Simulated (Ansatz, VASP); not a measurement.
# One calculation of Ge, two programs

The input INCAR:

```
ALGO = Normal ; EDIFF = 1E-7
ENCUT = 520 ; GGA = CA
ISIF = 2 ; ISMEAR = -1
LASPH = T ; LCHARG = F
LREAL = F ; LWAVE = F
NBANDS = 36 ; NELM = 100
PREC = Accurate ; SIGMA = 0.05
```

Contents of KPOINTS:

```
k-points
0
Gamma
  7 7 7
```

Contents of POSCAR:

```
Ge
1.0
    0.0000000000      2.9237146180      5.1829841015
    2.6651127723      0.0000000000      5.1829841015
    2.6651127723      2.9237146180      0.0000000000
Ge
4
Direct
    0.7264900000      0.2735100000      0.7264900000
    0.2735100000      0.7264900000      0.2735100000
    0.2181330000      0.2181330000      0.7818670000
    0.7818670000      0.7818670000      0.2181330000
```

The input input.yaml:

```yaml
crystal:
  lattice:
    - [0.0, 2.923714618, 5.1829841015]
    - [2.6651127723, 0.0, 5.1829841015]
    - [2.6651127723, 2.923714618, 0.0]
  atoms:
    - { symbol: Ge, position: [0.72649, 0.27351, 0.72649] }
    - { symbol: Ge, position: [0.27351, 0.72649, 0.27351] }
    - { symbol: Ge, position: [0.218133, 0.218133, 0.781867] }
    - { symbol: Ge, position: [0.781867, 0.781867, 0.218133] }
hamiltonian:
  xc: lda
  pseudopotentials: { kind: paw }
kpoints:
  mp_grid: { grid: [7, 7, 7] }
scf:
  occupations: { method: fermi_dirac, width: 0.05 }
output:
  forces: true
  stress: true
  eigenvalues: true
```

Alike in both runs: task single point; functional LDA; k mesh 7 × 7 × 7; occupations fermi-dirac, width 0.05 eV; no spin polarisation.

|  | VASP | Ansatz |
| --- | --- | --- |
| version | VASP 6.6.1 | Ansatz 0.2.0 |
| potentials or method | VASP PAW LDA potentials, release 64 (Ge_d) | Ansatz PAW |
| plane-wave cutoff (eV) | 520 | 420 |
| valence electrons in the cell | 56 | 56 |

VASP gave:

```
gap on the k mesh at the Fermi level (eV)                     : none
pressure (GPa)                                                : -7.1
traceless stress, the component that is largest in VASP (GPa) : -0.75
rms of the force components (eV/Å)                            : 0.019
```

Task: What did Ansatz give for the same quantities?

Result: gap on the k mesh at the Fermi level (eV): none; pressure (GPa): -7.2; traceless stress, the component that is largest in VASP (GPa): -0.76; rms of the force components (eV/Å): 0.019.

LDA's correlation is that of Perdew and Zunger in VASP and of Perdew and Wang (1992) in Ansatz. Atom by atom the forces differ by 0.000 eV/Å (rms over components). A gap of «none» marks a metal or a gap that the smearing closes.
